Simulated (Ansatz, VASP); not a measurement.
## Two plane-wave programs on AlNi

File INCAR:

```
PREC = Accurate ; ENCUT = 520
EDIFF = 1E-6 ; ISMEAR = 0
SIGMA = 0.15 ; LREAL = F
LASPH = T ; NELM = 60
ALGO = Normal ; ISIF = 2
LWAVE = F ; LCHARG = T
GGA = PS ; LELF = T
LVHAR = T ; NBANDS = 14
```

KPOINTS

```
Automatic mesh
0
Gamma
  16 16 16
```

The input POSCAR:

```
AlNi
1.0
    2.6505200000      0.0000000000      0.0000000000
    0.0000000000      2.6505200000      0.0000000000
    0.0000000000      0.0000000000      3.1114800000
Al Ni
1 1
Direct
    0.0000000000      0.0000000000      0.0000000000
    0.5000000000      0.5000000000      0.5000000000
```

Input for Ansatz:

```yaml
crystal:
  lattice:
    - [2.65052, 0.0, 0.0]
    - [0.0, 2.65052, 0.0]
    - [0.0, 0.0, 3.11148]
  atoms:
    - { symbol: Al, position: [0.0, 0.0, 0.0] }
    - { symbol: Ni, position: [0.5, 0.5, 0.5] }
basis:
  ecutwfc: 420
kpoints:
  mp_grid: { grid: [16, 16, 16] }
hamiltonian:
  xc: pbesol
scf:
  occupations: { method: gaussian, width: 0.15 }
output:
  forces: true
  stress: true
  eigenvalues: true
```

Change from the starting cell: strain -0.080 along x and y, +0.080 along z, atoms carried along.

Alike in both runs: task single point; functional PBEsol; k mesh 16 × 16 × 16; occupations gaussian, width 0.15 eV; no spin polarisation.

|  | VASP | Ansatz |
| --- | --- | --- |
| version | VASP 6.6.1 | Ansatz 0.2.0 |
| potentials or method | VASP PAW PBE potentials, release 64 (Al, Ni), cutoff 520 eV | scalar-relativistic, plane waves, PAW |
| valence electrons in the cell | 13 | 21 |

Ansatz gave:

| Item | Value |
| --- | --- |
| gap on the k mesh at the Fermi level (eV) | none |
| pressure (GPa) | 15.2 |
| traceless stress, the component that is largest in VASP (GPa) | -6.53 |

Question: Estimate VASP's values.

Answer: gap on the k mesh at the Fermi level (eV): none; pressure (GPa): 15.3; traceless stress, the component that is largest in VASP (GPa): -6.73.

VASP's potentials were made for PBE, not for PBEsol. A gap of «none» marks a metal or a gap that the smearing closes. With one functional, cell and mesh, what is left measures potentials, basis and numerics. VASP's potentials hold 13 valence electrons a cell and Ansatz's 21, so a difference there can come from the potentials and not from the codes.
